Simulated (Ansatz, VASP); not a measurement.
# SiO2: VASP beside Ansatz

```
CELL_PARAMETERS angstrom
3.15792 0.00000 0.00000
-1.57896 2.73484 0.00000
0.00000 0.00000 5.46321
ATOMIC_POSITIONS crystal
Si 0.00000 0.00000 0.50000
O 0.33333 0.66667 0.73809
O 0.66667 0.33333 0.26191
```

Alike in both runs: task single point; functional PBE; dispersion D3(BJ); k mesh 6 × 6 × 4; occupations gaussian, width 0.1 eV; no spin polarisation.

|  | VASP | Ansatz |
| --- | --- | --- |
| version | VASP 6.6.1 | Ansatz 0.2.0 |
| potentials or method | VASP PAW PBE potentials, release 64 (Si, O), cutoff 520 eV | scalar-relativistic, plane waves, PAW |
| valence electrons in the cell | 16 | 16 |

VASP gave:

* gap on the k mesh at the Fermi level (eV): 1.58
* least direct gap on the mesh (eV): 1.58
* rms of the force components (eV/Å): 2.209

**Question.** Which values does Ansatz return?

**Answer.** gap on the k mesh at the Fermi level (eV): 1.61; least direct gap on the mesh (eV): 1.61; rms of the force components (eV/Å): 2.221.

Atom by atom the forces differ by 0.012 eV/Å (rms over components). Ansatz's warnings: dispersion switch in reach.
